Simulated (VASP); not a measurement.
Crystal: Fe.

```
Fe
1.0
    -1.37460    1.37460    1.37460
     1.37460   -1.37460    1.37460
     1.37460    1.37460   -1.37460
Fe
1
Direct
  0.00000 0.00000 0.00000
```

Base run:

* Program: VASP 6.6.1
* Functional: LDA
* Potentials or basis: VASP PAW LDA potentials, release 64 (Fe)
* Cutoff: 520 eV
* k mesh: 16 × 16 × 16
* Occupations: fermi-dirac, width 0.03 eV
* Spin: collinear spin, ferromagnetic start
* Starting moments: [1.988] μB

Its results: pressure -1.0 GPa; net moment 1.94 μB per cell; site moments Fe +1.90 μB.

Question: The run is repeated on the same cell with these changes: occupations from fermi-dirac, width 0.03 eV to gaussian, width 0.6 eV. What comes out?

Answer: Pressure -1.8 GPa; net moment 1.76 μB per cell; site moments Fe +1.73 μB.
